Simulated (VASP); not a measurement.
# Li2GaC6: single point with PBE

Crystal: Li2GaC6.

```
Li Ga C
1.0
     0.00000    3.77817    3.77817
     3.77817    0.00000    3.77817
     3.77817    3.77817    0.00000
Li Ga C
2 1 6
Direct
  0.75000 0.75000 0.75000
  0.50000 0.50000 0.50000
  0.00000 0.00000 0.00000
  0.27533 0.72467 0.72467
  0.72467 0.27533 0.27533
  0.72467 0.72467 0.27533
  0.27533 0.27533 0.72467
  0.27533 0.72467 0.27533
  0.72467 0.27533 0.72467
```

The cell was built from a structure type or drawn by symmetry, and may not be a known phase.

```yaml
Program: VASP 6.6.1
Task: single point
Functional: PBE
Potentials_or_basis: VASP PAW PBE potentials, release 64 (Li_sv, Ga_d, C_h)
Cutoff: 910 eV
k_mesh: 4 × 4 × 4
Occupations: gaussian, width 0.1 eV
Spin: collinear spin
Starting_moments: "[0.0, 0.0, 0.0, 1.0, 1.0, 1.0, 1.0, 1.0, 1.0] μB"
```

The pressure is -0.2 GPa, the largest force is 0.038 eV/Å and the net moment is 0.00 μB per cell. The valence electrons inside the program's atomic spheres are Li 2.04, 2.55; Ga 11.90; C 1.25.

Forces in eV/Å, atoms in the order of the input:
```
Li   0.000  0.000  0.000
Li   0.000  0.000  0.000
Ga   0.000  0.000  0.000
C    0.038  0.000  0.000
C   -0.038  0.000  0.000
C    0.000  0.000  0.038
C    0.000  0.000 -0.038
C    0.000 -0.038  0.000
C    0.000  0.038  0.000
```

Levels at points of the mesh, in eV from the Fermi level:
Spin up:
```csv
k point,band 18,band 19,band 20,band 21,band 22,band 23
"(0.00, 0.00, 0.00)",-3.28,-3.28,-3.28,1.41,1.41,1.41
"(0.50, 0.00, 0.00)",-1.55,-1.39,-1.39,-0.31,-0.31,-0.17
"(0.50, 0.50, 0.00)",-2.52,-1.12,-1.12,-0.21,0.08,0.24
```
Spin down:
```tsv
k point	band 16	band 17	band 18	band 19	band 20	band 21	band 22	band 23	band 24	band 25
(0.00, 0.00, 0.00)	-4.36	-4.36	-3.28	-3.28	-3.28	1.41	1.41	1.41	2.40	2.40
(0.50, 0.00, 0.00)	-2.20	-2.20	-1.55	-1.39	-1.39	-0.31	-0.31	-0.17	0.20	0.20
(0.50, 0.50, 0.00)	-3.53	-2.65	-2.52	-1.12	-1.12	-0.21	0.08	0.24	0.24	0.45
```

Run time: 4.4 min on 1 thread of AMD EPYC 7R13 Processor (Zen 3), on a shared host, peak memory 0.55 GiB.

Caveat: the k points lie up to 0.36 Å⁻¹ apart; the cutoff is under 1.25 times the usual one of these potentials, so pressure, stress and relaxed cells hold a basis-set (Pulay) error.
